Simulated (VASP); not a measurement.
Input of a VASP 6.6.1 run:

File POSCAR:

```
SiNi3
1.0
    3.5420000000      0.0000000000      0.0000000000
    0.0000000000      3.5420000000      0.0000000000
    0.0000000000      0.0000000000      3.5420000000
Ni Si
3 1
Direct
    0.5000000000      0.5000000000      0.0000000000
    0.5000000000      0.0000000000      0.5000000000
    0.0000000000      0.5000000000      0.5000000000
    0.0000000000      0.0000000000      0.0000000000
```

Contents of INCAR.step1:

```
ALGO = Normal ; EDIFF = 1E-4
ENCUT = 520 ; GGA = PE
ISMEAR = -1 ; ISPIN = 2
LASPH = T ; LCHARG = F
LMAXMIX = 4 ; LREAL = F
LWAVE = T ; MAGMOM = 1 1 1 0
NBANDS = 29 ; NELM = 150
PREC = Accurate ; SIGMA = 0.05
```

Contents of INCAR.step2:

```
ALGO = Normal ; EDIFF = 1E-6
ENCUT = 520 ; ISIF = 2
ISMEAR = -1 ; ISPIN = 2
ISTART = 1 ; LASPH = T
LCHARG = T ; LELF = T
LMAXMIX = 4 ; LMIXTAU = T
LORBIT = 11 ; LREAL = F
LVHAR = T ; LWAVE = F
MAGMOM = 1 1 1 0 ; METAGGA = R2SCAN
NBANDS = 29 ; NELM = 150
PREC = Accurate ; SIGMA = 0.05
```

The input KPOINTS:

```
k-points
0
Gamma
  7 7 7
```

Potentials or basis: VASP PAW PBE potentials, release 64 (Ni, Si).

Run with:

```sh
$ cat potpaw_PBE.64/Ni/POTCAR potpaw_PBE.64/Si/POTCAR > POTCAR
$ cp INCAR.step1 INCAR
$ mpirun -np 1 vasp_std > vasp.out
$ cp INCAR.step2 INCAR
$ mpirun -np 1 vasp_std > vasp.out
```

Task: Predict the net moment.

Result: 0.00 μB per cell.

Task: Estimate the band gap on the k mesh.

Result: Zero (filled and empty bands overlap).

Task: Predict the pressure.

Result: -13.2 GPa.

Caveat: the cell stands under tension; the moments typed at the start vanished in this run; the PAW data sets were made with another functional, which shifts forces and pressure a little.
